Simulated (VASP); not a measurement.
Here is a VASP 6.6.1 calculation.

INCAR

```
ALGO = Fast ; EDIFF = 1E-7
ENCUT = 520 ; GGA = PS
ISIF = 2 ; ISMEAR = 0
LASPH = T ; LCHARG = F
LREAL = F ; LWAVE = F
NBANDS = 22 ; NELM = 100
PREC = Accurate ; SIGMA = 0.1
```

File KPOINTS:

```
k-points
0
Gamma
  24 24 12
```

File POSCAR:

```
Rh
1.0
    2.6887360848      0.0000000000      0.0000000000
   -1.3443680424      2.3285137535      0.0000000000
    0.0000000000      0.0000000000      4.3290202441
Rh
2
Direct
    0.6666666667      0.3333333333      0.7500000000
    0.3333333333      0.6666666667      0.2500000000
```

Potentials or basis: VASP PAW PBE potentials, release 64 (Rh_pv).

The run is started by

```bash
$ cat potpaw_PBE.64/Rh_pv/POTCAR > POTCAR
$ mpirun -np 1 vasp_std > vasp.out
```

**Question.** Predict the pressure.

**Answer.** -0.1 GPa.

**Question.** Estimate the band gap on the k mesh.

**Answer.** Zero (bands 15 and 16 overlap by 2.51 eV).

Stress tensor (GPa, compression positive):
```
-0.32  0.00  0.00
 0.00 -0.32  0.00
 0.00  0.00  0.49
```

Caveat: the PAW data sets were made with another functional, which shifts forces and pressure a little.
